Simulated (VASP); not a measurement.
# Co (Fm-3m) in VASP: a series of runs, part 2 of 2

VASP 6.6.1.

**4. Single point, LDA**

Contents of INCAR:

```
  PREC = Accurate
  ENCUT = 600
  EDIFF = 1E-6
  ISMEAR = -5
  SIGMA = 0.1
  LREAL = F
  LASPH = T
  NELM = 120
  ALGO = Normal
  ISIF = 2
  LWAVE = F
  LCHARG = F
  NBANDS = 14
  GGA_COMPAT = F
```

Contents of KPOINTS:

```
regular mesh
0
Gamma
  8 8 8
```

Contents of POSCAR:

```
Co
1.0
    0.0000000000      1.6869460668      1.6869460668
    1.6869460668      0.0000000000      1.6869460668
    1.6869460668      1.6869460668      0.0000000000
Co
1
Direct
    0.0000000000      0.0000000000      0.0000000000
```

Potentials or basis: VASP PAW LDA potentials, release 64 (Co_sv).

Run with:

```console
cat potpaw_LDA.64/Co_sv/POTCAR > POTCAR
mpirun -np 1 vasp_std > vasp.out
```

OUTCAR:

```text
PREC = Accurate
   ENCUT = 600
   EDIFF = 1E-6
   ISMEAR = -5
   LREAL = F
   LASPH = T
   NELM = 120
   ISIF = 2

 ion  position               nearest neighbor table
   1  0.000  0.000  0.000-

  LATTYP: Found a face centered cubic cell.
 ALAT       =     3.3738921336

  Lattice vectors:

 A1 = (   0.0000000000,   1.6869460668,   1.6869460668)
 A2 = (   1.6869460668,   0.0000000000,   1.6869460668)
 A3 = (   1.6869460668,   1.6869460668,   0.0000000000)

Analysis of symmetry for initial positions (statically):
=====================================================================
 Subroutine PRICEL returns:
 Original cell was already a primitive cell.

 Routine SETGRP: Setting up the symmetry group for a
 face centered cubic supercell.

 Subroutine GETGRP returns: Found 48 space group operations
 (whereof 48 operations were pure point group operations)
 out of a pool of 48 trial point group operations.

The static configuration has the point symmetry O_h .

Analysis of symmetry for dynamics (positions and initial velocities):
=====================================================================
 Subroutine PRICEL returns:
 Original cell was already a primitive cell.

 Routine SETGRP: Setting up the symmetry group for a
 face centered cubic supercell.

 Subroutine GETGRP returns: Found 48 space group operations
 (whereof 48 operations were pure point group operations)
 out of a pool of 48 trial point group operations.

The dynamic configuration has the point symmetry O_h .

 Subroutine INISYM returns: Found 48 space group operations
 (whereof 48 operations are pure point group operations),
 and found     1 'primitive' translations

----------------------------------------------------------------------------------------

                                     Primitive cell

  volume of cell :       9.6014

  direct lattice vectors                    reciprocal lattice vectors
     0.000000000  1.686946067  1.686946067    -0.296393589  0.296393589  0.296393589
     1.686946067  0.000000000  1.686946067     0.296393589 -0.296393589  0.296393589
     1.686946067  1.686946067  0.000000000     0.296393589  0.296393589 -0.296393589

  length of vectors
     2.385702007  2.385702007  2.385702007     0.513368756  0.513368756  0.513368756

  position of ions in fractional coordinates (direct lattice)
     0.000000000  0.000000000  0.000000000

  ion indices of the primitive-cell ions
   primitive index   ion index
                 1           1

----------------------------------------------------------------------------------------

 KPOINTS: regular mesh

Automatic generation of k-mesh.
 Grid dimensions read from file:
 generate k-points for:    8    8    8

 Generating k-lattice:

  Cartesian coordinates                     Fractional coordinates (reciprocal lattice)
    -0.037049199  0.037049199  0.037049199     0.125000000  0.000000000  0.000000000
     0.037049199 -0.037049199  0.037049199     0.000000000  0.125000000  0.000000000
     0.037049199  0.037049199 -0.037049199     0.000000000  0.000000000  0.125000000

  Length of vectors
     0.064171095  0.064171095  0.064171095

  Shift w.r.t. Gamma in fractional coordinates (k-lattice)
     0.000000000  0.000000000  0.000000000

 TETIRR: Found     76 inequivalent tetrahedra from     3072

 Subroutine IBZKPT returns following result:
 ===========================================

 Found     29 irreducible k-points:

 Following reciprocal coordinates:
            Coordinates               Weight
  0.000000  0.000000  0.000000      1.000000
  0.125000  0.000000  0.000000      8.000000
  0.250000  0.000000  0.000000      8.000000
  0.375000  0.000000  0.000000      8.000000
  0.500000  0.000000  0.000000      4.000000
  0.125000  0.125000  0.000000      6.000000
[... 16 lines left out ...]
  0.500000  0.250000  0.125000     48.000000
 -0.375000  0.250000  0.125000     24.000000
 [... further k-points ...]
   k-points           NKPTS =     29   k-points in BZ     NKDIM =     29   number of bands    NBANDS=     14
   number of dos      NEDOS =    301   number of ions     NIONS =      1
   total plane-waves  NPLWV =   8000
   dimension x,y,z NGX =    20 NGY =   20 NGZ =   20
   dimension x,y,z NGXF=    40 NGYF=   40 NGZF=   40
   ions per type =               1
   NGX,Y,Z   is equivalent  to a cutoff of  13.94, 13.94, 13.94 a.u.
   NGXF,Y,Z  is equivalent  to a cutoff of  27.87, 27.87, 27.87 a.u.
 SYSTEM =  unknown system
   PREC   = accura    normal or accurate (medium, high low for compatibility)
   ISTART =      0    job   : 0-new  1-cont  2-samecut
   ICHARG =      2    charge: 1-file 2-atom 10-const
   ISPIN  =      1    spin polarized calculation?
   LNONCOLLINEAR =      F non collinear calculations
   LSORBIT =      F    spin-orbit coupling
   LASPH  =      T    aspherical Exc in radial PAW
   ENCUT  =  600.0 eV  44.10 Ry    6.64 a.u.   4.76  4.76  4.76*2*pi/ulx,y,z
   NELM   =    120;   NELMIN=  2; NELMDL= -5     # of ELM steps
   EDIFF  = 0.1E-05   stopping-criterion for ELM
   LREAL  =      F    real-space projection
   EDIFFG = 0.1E-04   stopping-criterion for IOM
   NSW    =      0    number of steps for IOM
   IBRION =     -1    ionic relax: 0-MD 1-quasi-New 2-CG
   NFREE  =      0    steps in history (QN), initial steepest desc. (CG)
   ISIF   =      2    stress and relaxation
   ISYM   =      2    0-nonsym 1-usesym 2-fastsym
   POTIM  = 0.5000    time-step for ionic-motion
   TEBEG  =    0.0;   TEEND  =   0.0 temperature during run
   PSTRESS=    0.0 pullay stress
   NELECT =      17.0000    total number of electrons
   NUPDOWN=      -1.0000    fix difference up-down
   EMIN   =  10.00;   EMAX   =-10.00  energy-range for DOS
   EFERMI =   0.00;   METHOD = LEGACY
   ISMEAR =    -5;   SIGMA  =   0.10  broadening in eV -4-tet -1-fermi 0-gaus
   EFERMI_NEDOS =   21; number of points for ismear=-14 and -15
   IALGO  =     38    algorithm
   IMIX   =      4    mixing-type and parameters
     AMIX     =   0.40;   BMIX     =  1.00
     AMIX_MAG =   1.60;   BMIX_MAG =  1.00
  volume/ion in A,a.u.               =       9.60        64.79
  Fermi-wavevector in a.u.,A,eV,Ry     =   1.980523  3.742646 53.368475  3.922472
  Thomas-Fermi vector in A             =   3.000847
   LORBIT       =      0    0 simple, 1 ext, 2 COOP (PROOUT), +10 PAW based schemes
   GGA     = CA    functional components
   LHFCALC =     F    Hartree Fock is set to
   AEXX    =    0.0000 exact exchange contribution
   IVDW    =     0    specifies the selected vdW correction
   LEPSILON=     F    determine dielectric tensor
   LRPA    =     F    only Hartree local field effects (RPA)
 non-spin polarized calculation
 Fermi weights with tetrahedron method with Bloechl corrections
  energy-cutoff  :      600.00
  volume of cell :        9.60
 maximum number of plane-waves:       332
   NGX =  9   NGY =  9   NGZ =  9

 number of electron      16.9999994 magnetization

 Free energy of the ion-electron system (eV)
  ---------------------------------------------------
  ext. energy  EPLUGINS =         0.00000000
  ---------------------------------------------------
  free energy    TOTEN  =        -8.07742143 eV

  energy without entropy =       -8.07742143  energy(sigma->0) =       -8.07742143

 E-fermi :  13.6455     XC(G=0): -15.1285

 val. band max:       14.0092632979   @ k =   0.5000   0.5000   0.0000
 cond. band min:      13.6016609422   @ k =  -0.3750   0.1250   0.0000
 fundamental gap:     -0.4076023557
 Fermi energy:        13.6454980068

 k-point     1 :       0.0000    0.0000    0.0000
  band No.  band energies     occupation
      1     -80.6345      2.00000
      2     -44.1716      2.00000
      3     -44.1716      2.00000
      4     -44.1716      2.00000
      5       3.9739      2.00000
      6      11.4227      2.00000
      7      11.4227      2.00000
      8      11.4227      2.00000
      9      12.9970      2.00000
     10      12.9970      2.00000
     11      37.5303      0.00000
     12      42.9417      0.00000
     13      42.9417      0.00000
     14      42.9417      0.00000
[... 375 lines left out ...]
 k-point    24 :      -0.3750    0.2500    0.1250
  band No.  band energies     occupation
      1     -80.5173      2.00000
      2     -44.6208      2.00000
      3     -44.3769      2.00000
      4     -44.2850      2.00000
      5       9.3177      2.00000
      6      10.2876      2.00000
      7      11.2180      2.00000
      8      12.2327      2.00000
      9      13.8806     -0.17231
     10      18.0826      0.00000
     11      21.6340      0.00000
     12      31.2177      0.00000
     13      32.7889      0.00000
     14      41.0942      0.00000

 [... further k-points ...]
[... 5 lines left out ...]
  --------------------------------------------------------------------------------------
  -------------------------------------------------------------------------------------
  Total       -0.2171251     -0.2171251     -0.2171251      0.0000000      0.0000000      0.0000000
  in kB      -36.2315512    -36.2315512    -36.2315512      0.0000000      0.0000000      0.0000000
  external PRESSURE =     -36.2315512 kB  Pullay stress =       0.0000000 kB

 VOLUME and BASIS-vectors are now :
 -----------------------------------------------------------------------------
  energy-cutoff  :      600.00
  volume of cell :        9.60
      direct lattice vectors                 reciprocal lattice vectors
     0.000000000  1.686946067  1.686946067    -0.296393589  0.296393589  0.296393589
     1.686946067  0.000000000  1.686946067     0.296393589 -0.296393589  0.296393589
     1.686946067  1.686946067  0.000000000     0.296393589  0.296393589 -0.296393589

 POSITION                                       TOTAL-FORCE (eV/Angst)
 -----------------------------------------------------------------------------------
      0.00000      0.00000      0.00000         0.000000      0.000000      0.000000
 -----------------------------------------------------------------------------------
    total drift:                                0.000000     -0.000000      0.000000

  FREE ENERGIE OF THE ION-ELECTRON SYSTEM (eV)
  ---------------------------------------------------
  free  energy   TOTEN  =        -8.0774214279 eV

  energy  without entropy=       -8.0774214279  energy(sigma->0) =       -8.07742143
```

OSZICAR:

```text
N       E                     dE             d eps       ncg     rms          rms(c)
DAV:   1     0.165036305945E+03    0.16504E+03   -0.94629E+03   946   0.427E+03
DAV:   2    -0.448962634345E+01   -0.16953E+03   -0.16097E+03  1162   0.753E+02
DAV:   3    -0.943348862917E+01   -0.49439E+01   -0.48823E+01  1008   0.115E+02
DAV:   4    -0.951448962766E+01   -0.81001E-01   -0.80761E-01  1012   0.119E+01
DAV:   5    -0.951816685888E+01   -0.36772E-02   -0.36774E-02  1118   0.266E+00    0.127E+01
DAV:   6    -0.842858171446E+01    0.10896E+01   -0.60628E+00   854   0.108E+02    0.686E+00
DAV:   7    -0.809588093646E+01    0.33270E+00   -0.10132E+00   890   0.439E+01    0.116E+00
DAV:   8    -0.807983549593E+01    0.16045E-01   -0.10805E-02  1254   0.286E+00    0.394E-01
DAV:   9    -0.807739523929E+01    0.24403E-02   -0.23249E-03  1082   0.218E+00    0.663E-02
DAV:  10    -0.807742461143E+01   -0.29372E-04   -0.82224E-05  1098   0.210E-01    0.240E-02
DAV:  11    -0.807741992171E+01    0.46897E-05   -0.67894E-06   946   0.117E-01    0.451E-03
DAV:  12    -0.807742143178E+01   -0.15101E-05   -0.29817E-07   424   0.259E-02    0.143E-03
DAV:  13    -0.807742142787E+01    0.39140E-08   -0.44146E-08   424   0.592E-03
   1 F= -.80774214E+01 E0= -.80774214E+01  d E =0.000000E+00
```

stdout:

```text
POSCAR found type information on POSCAR Co
 POSCAR found :  1 types and       1 ions
 scaLAPACK will be used
 LDA part: xc-table for (Slater(with rela. corr.)+CA(PZ))
 , standard interpolation
 POSCAR, INCAR and KPOINTS ok, starting setup
 FFT: planning ... GRIDC
 FFT: planning ... GRID_SOFT
 FFT: planning ... GRID
 WAVECAR not read
 entering main loop
 -----------------------------------------------------------------------------
|                                                                             |
|           W    W    AA    RRRRR   N    N  II  N    N   GGGG   !!!           |
|           W    W   A  A   R    R  NN   N  II  NN   N  G    G  !!!           |
|           W    W  A    A  R    R  N N  N  II  N N  N  G       !!!           |
|           W WW W  AAAAAA  RRRRR   N  N N  II  N  N N  G  GGG   !            |
|           WW  WW  A    A  R   R   N   NN  II  N   NN  G    G                |
|           W    W  A    A  R    R  N    N  II  N    N   GGGG   !!!           |
|                                                                             |
|     Tetrahedron method does not include variations of the Fermi             |
|     occupations, so forces and stress will be inaccurate. We suggest        |
|     using a different smearing scheme ISMEAR = 1 or 2 for metals in         |
|     relaxations.                                                            |
|                                                                             |
 -----------------------------------------------------------------------------
```

Wall time 4 s (1 thread of Intel Xeon Platinum 8375C at 2.90GHz (Ice Lake), shared host); peak memory 0.11 GiB.

Results:

```
Free energy : -8.0774 eV
Pressure    : -3.6 GPa
```

Levels at points of the mesh, in eV from the Fermi level:
```tsv
k point	band 5	band 6	band 7	band 8	band 9	band 10	band 11	band 12
(0.00, 0.00, 0.00)	-9.67	-2.22	-2.22	-2.22	-0.65	-0.65	23.88	29.30
(0.50, 0.00, 0.00)	-5.42	-2.27	-2.27	-0.29	0.35	0.35	7.76	22.49
(0.50, 0.50, 0.00)	-5.41	-4.72	0.36	0.59	0.59	2.83	11.43	16.23
```

Caveat: the k points lie up to 0.40 Å⁻¹ apart; the run has no spin polarisation, though such a crystal can be magnetic; tetrahedron occupations give inexact forces and stress in metals.

**5. Summary**

```tsv
task	potentials or basis	cell	cutoff (eV)	second run	gap on the mesh (eV)	pressure (GPa)
single point	VASP PAW LDA potentials, release 64 (Co)	a = 2.386 Å, angles 60.0°, 1 atom	520	-	none	-1.0
relaxation of cell and atoms	VASP PAW LDA potentials, release 64 (Co)	relaxed from a = 2.537 Å, angles 60.0°, 1 atom	600	-	none	0.0
single point	VASP PAW LDA potentials, release 64 (Co_sv)	a = 2.386 Å, angles 60.0°, 1 atom	600	valence_matched	none	-3.6
```

Alike in all rows: level LDA; no spin polarisation; k mesh 8 × 8 × 8; smearing tetrahedron.

Caveats: all runs use coarse meshes; the run has no spin polarisation, though such a crystal can be magnetic; tetrahedron occupations give inexact forces and stress in metals.

Total energies depend on the potentials used, so only differences within one code and one set of settings carry meaning.
